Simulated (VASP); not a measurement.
# GaSi16 (a cell with a defect) in VASP: single point with PBE

Aim: the single point of GaSi16 (a cell with a defect) with PBE.

All numbers are computed with VASP 6.6.1; they aren't measurements. Logs are shortened: lines on timing, memory, paths and dates and some standing lists are left out, and cuts for length are marked.

### 1 The cell of the first run

The cell holds a defect, 17 atoms: a = 7.679 Å, b = 7.679 Å, c = 7.679 Å, α = 60.00°, β = 60.00°, γ = 60.00°.

### 2 Single point, PBE, collinear spin

INCAR

```
PREC = Accurate
ENCUT = 520
EDIFF = 1E-7
ISMEAR = 0
SIGMA = 0.02
LREAL = Auto
LASPH = True
NELM = 150
ALGO = Normal
ISIF = 2
LWAVE = False
LCHARG = True
ISPIN = 2
MAGMOM = 0 0 0 0 0 0 0 0 0 0 0 0 0 0 0 0 1
LORBIT = 11
GGA = PE
LELF = True
LVHAR = True
NBANDS = 56
```

KPOINTS

```
Automatic mesh
0
Gamma
  2 2 2
```

POSCAR

```
GaSi16
1.0
    0.0000000000      5.4300000000      5.4300000000
    5.4300000000      0.0000000000      5.4300000000
    5.4300000000      5.4300000000      0.0000000000
Si Ga
16 1
Direct
    0.0118270977     -0.0023708918     -0.0022143720
    0.1353782304      0.1216161371      0.1214882009
    0.0117710167     -0.0023151315      0.4927299219
    0.1320965433      0.1173660293      0.6252547029
    0.0120538943      0.4928538670     -0.0024402829
    0.1338350593      0.6236477903      0.1189641691
   -0.0029544807      0.4984774412      0.5026515144
    0.1334894342      0.6239913131      0.6238684773
    0.5066791534     -0.0019807206     -0.0023919276
    0.6382425272      0.1190457435      0.1189226987
    0.5128426917     -0.0171362167      0.5017045841
    0.6378967717      0.1193917624      0.6234140855
    0.5171530628      0.5018254640     -0.0172602128
    0.6396354167      0.6252804887      0.1175277103
    0.5162959728      0.5026816847      0.4982535388
    0.6355243400      0.6215630239      0.6214422024
    0.3855936985      0.3715323354      0.3714243291
```

Potentials or basis: VASP PAW PBE potentials, release 64 (Si, Ga_d).

Started as:

```bash
$ cat potpaw_PBE.64/Si/POTCAR potpaw_PBE.64/Ga_d/POTCAR > POTCAR
$ mpirun -np 1 vasp_std > vasp.out
```

OUTCAR:

```text
PREC = Accurate
   ENCUT = 520
   EDIFF = 1E-7
   ISMEAR = 0
   LREAL = Auto
   LASPH = True
   NELM = 150
   ISIF = 2
   ISPIN = 2
   LORBIT = 11
   GGA = PE

 ion  position               nearest neighbor table
   1  0.012  0.998  0.998-   2 2.33   4 2.34  10 2.34   6 2.35
   2  0.135  0.122  0.121-   5 2.33   1 2.33   3 2.33   9 2.33
   3  0.012  0.998  0.493-   2 2.33   4 2.34   8 2.34  12 2.34
   4  0.132  0.117  0.625-   1 2.34   3 2.34  11 2.39   7 2.39  17 2.76
   5  0.012  0.493  0.998-   2 2.33  14 2.34   8 2.34   6 2.35
   6  0.134  0.624  0.119-   5 2.35   1 2.35  13 2.40   7 2.41  17 2.74
   7  0.997  0.498  0.503-  16 2.27   4 2.39   8 2.40   6 2.41  17 2.44
   8  0.133  0.624  0.624-   5 2.34   3 2.34  15 2.40   7 2.40  17 2.74
   9  0.507  0.998  0.998-   2 2.33  14 2.34  10 2.34  12 2.35
  10  0.638  0.119  0.119-   1 2.34   9 2.34  13 2.40  11 2.40  17 2.74
  11  0.513  0.983  0.502-  16 2.27   4 2.39  10 2.40  12 2.40  17 2.44
  12  0.638  0.119  0.623-   3 2.34   9 2.35  15 2.40  11 2.40  17 2.74
  13  0.517  0.502  0.983-  16 2.27  14 2.39  10 2.40   6 2.40  17 2.44
  14  0.640  0.625  0.118-   5 2.34   9 2.34  13 2.39  15 2.39  17 2.76
  15  0.516  0.503  0.498-  16 2.27  14 2.39   8 2.40  12 2.40  17 2.44
  16  0.636  0.622  0.621-  11 2.27  15 2.27  13 2.27   7 2.27
  17  0.386  0.372  0.371-   7 2.44  11 2.44  15 2.44  13 2.44   6 2.74  12 2.74   8 2.74  10 2.74
                             4 2.76  14 2.76

  LATTYP: Found a face centered cubic cell.
 ALAT       =    10.8600000000

  Lattice vectors:

 A1 = (   0.0000000000,   5.4300000000,   5.4300000000)
 A2 = (   5.4300000000,   0.0000000000,   5.4300000000)
 A3 = (   5.4300000000,   5.4300000000,   0.0000000000)

Analysis of symmetry for initial positions (statically):
=====================================================================
 Subroutine PRICEL returns:
 Original cell was already a primitive cell.

 Routine SETGRP: Setting up the symmetry group for a
 face centered cubic supercell.

 Subroutine GETGRP returns: Found  1 space group operations
 (whereof  1 operations were pure point group operations)
 out of a pool of 48 trial point group operations.

The static configuration has the point symmetry C_1 .

Analysis of symmetry for dynamics (positions and initial velocities):
=====================================================================
 Subroutine PRICEL returns:
 Original cell was already a primitive cell.

 Routine SETGRP: Setting up the symmetry group for a
 face centered cubic supercell.

 Subroutine GETGRP returns: Found  1 space group operations
[... 175 lines left out ...]
  ext. energy  EPLUGINS =         0.00000000
  ---------------------------------------------------
  free energy    TOTEN  =       -85.65980004 eV

  energy without entropy =      -85.65929566  energy(sigma->0) =      -85.65954785

 E-fermi :   6.8826     XC(G=0):  -9.7299

 val. band max:        6.8563322005   @ k =   0.0000   0.0000   0.0000
 cond. band min:       6.9088132068   @ k =   0.0000   0.0000   0.0000
 fundamental gap:      0.0524810063
 Fermi energy:         6.8825729154

 spin component 1

 k-point     1 :       0.0000    0.0000    0.0000
  band No.  band energies     occupation
      1      -8.6920      1.00000
      2      -8.6910      1.00000
      3      -8.6872      1.00000
      4      -8.6717      1.00000
      5      -8.6700      1.00000
      6      -6.1611      1.00000
[... 413 lines left out ...]
     49      10.3039      0.00000
     50      10.4792      0.00000
 Fermi energy:         6.8825729154

 spin component 2

 k-point     1 :       0.0000    0.0000    0.0000
  band No.  band energies     occupation
      1      -8.6920      1.00000
      2      -8.6910      1.00000
      3      -8.6872      1.00000
      4      -8.6717      1.00000
      5      -8.6701      1.00000
      6      -6.1610      1.00000
[... 413 lines left out ...]
     49      10.3039      0.00000
     50      10.4792      0.00000
 [bands above 50 left out]

------------------------ aborting loop because EDIFF is reached ----------------------------------------

  FORCE on cell =-STRESS in cart. coord.  units (eV):
  Direction    XX          YY          ZZ          XY          YZ          ZX
  --------------------------------------------------------------------------------------
  -------------------------------------------------------------------------------------
  Total       12.3335785     12.1767370     12.9686088     -0.0139557      0.0117692     -0.0102472
  in kB       61.7120824     60.9273129     64.8895092     -0.0698287      0.0588883     -0.0512725
  external PRESSURE =      62.5096348 kB  Pullay stress =       0.0000000 kB

 VOLUME and BASIS-vectors are now :
 -----------------------------------------------------------------------------
  energy-cutoff  :      520.00
  volume of cell :      320.21
      direct lattice vectors                 reciprocal lattice vectors
     0.000000000  5.430000000  5.430000000    -0.092081031  0.092081031  0.092081031
     5.430000000  0.000000000  5.430000000     0.092081031 -0.092081031  0.092081031
     5.430000000  5.430000000  0.000000000     0.092081031  0.092081031 -0.092081031

 POSITION                                       TOTAL-FORCE (eV/Angst)
 -----------------------------------------------------------------------------------
     10.83510      5.48220      5.48135         0.000012      0.010599      0.013948
      1.32006      1.39478      1.39548        -0.005218      0.005401      0.005781
      8.09295      2.73944      5.48135        -0.011214      0.001103      0.013990
      4.03243      4.11242      1.35458         0.013240     -0.013220      0.012336
      8.09295      5.48220      2.74165        -0.011482      0.010396     -0.002996
      4.03238      1.37270      4.11313         0.011986      0.000980     -0.011948
[... 9 lines left out ...]
      6.74952      6.82533      6.82598        -0.011729      0.011752      0.012494
      4.03425      4.11061      4.11119         0.003788     -0.004080     -0.002593
 -----------------------------------------------------------------------------------
    total drift:                               -0.005638      0.005902      0.000593

  FREE ENERGIE OF THE ION-ELECTRON SYSTEM (eV)
  ---------------------------------------------------
  free  energy   TOTEN  =       -85.6598000396 eV

  energy  without entropy=      -85.6592956627  energy(sigma->0) =      -85.65954785

 total charge

# of ion       s       p       d       tot
------------------------------------------
    1        0.746   0.956   0.000   1.701
    2        0.736   0.969   0.000   1.705
    3        0.746   0.956   0.000   1.701
    4        0.742   0.934   0.000   1.676
    5        0.746   0.956   0.000   1.701
    6        0.748   0.926   0.000   1.674
[... 9 lines left out ...]
   16        0.756   1.007   0.000   1.763
   17        1.085   0.714  10.057  11.856
--------------------------------------------------
tot         13.060  15.859  10.057  38.976

 magnetization (x)

# of ion       s       p       d       tot
------------------------------------------
    1        0.000  -0.000   0.000  -0.000
    2       -0.000  -0.000   0.000  -0.000
    3        0.000  -0.000   0.000  -0.000
    4       -0.000  -0.000   0.000  -0.000
    5        0.000  -0.000   0.000  -0.000
    6       -0.000  -0.000   0.000  -0.000
[... 9 lines left out ...]
   16       -0.000  -0.000   0.000  -0.000
   17       -0.000   0.000  -0.000   0.000
--------------------------------------------------
tot         -0.000  -0.000  -0.000  -0.000
```

It took 17 min on 1 thread of AMD EPYC 7R43 (Zen 3), shared host; peak memory 0.68 GiB.

What came out:

| Property | Result |
| --- | --- |
| Free energy | -85.6598 eV |
| Pressure | 6.3 GPa |
| Largest force | 0.024 eV/Å |
| Net moment | 0.00 μB per cell |
| Valence electrons inside the program's atomic spheres | Si 1.70, 1.71, 1.68, 1.67, 1.76 (each value once); Ga 11.86 |

Forces in eV/Å, atoms in the order of the input:
```
Si   0.000  0.011  0.014
Si  -0.005  0.005  0.006
Si  -0.011  0.001  0.014
Si   0.013 -0.013  0.012
Si  -0.011  0.010 -0.003
Si   0.012  0.001 -0.012
Si   0.015 -0.017  0.006
Si  -0.004 -0.012 -0.012
Si   0.000  0.001 -0.001
Si  -0.010 -0.013 -0.012
Si  -0.015  0.016  0.005
Si   0.012  0.015 -0.012
Si  -0.014 -0.018 -0.007
Si   0.012 -0.012  0.000
Si   0.015  0.017 -0.007
Si  -0.012  0.012  0.012
Ga   0.004 -0.004 -0.003
```

Stress tensor (GPa, compression positive):
```
 6.17 -0.01 -0.01
-0.01  6.09  0.01
-0.01  0.01  6.49
```

Caveat: the k points lie up to 0.50 Å⁻¹ apart.
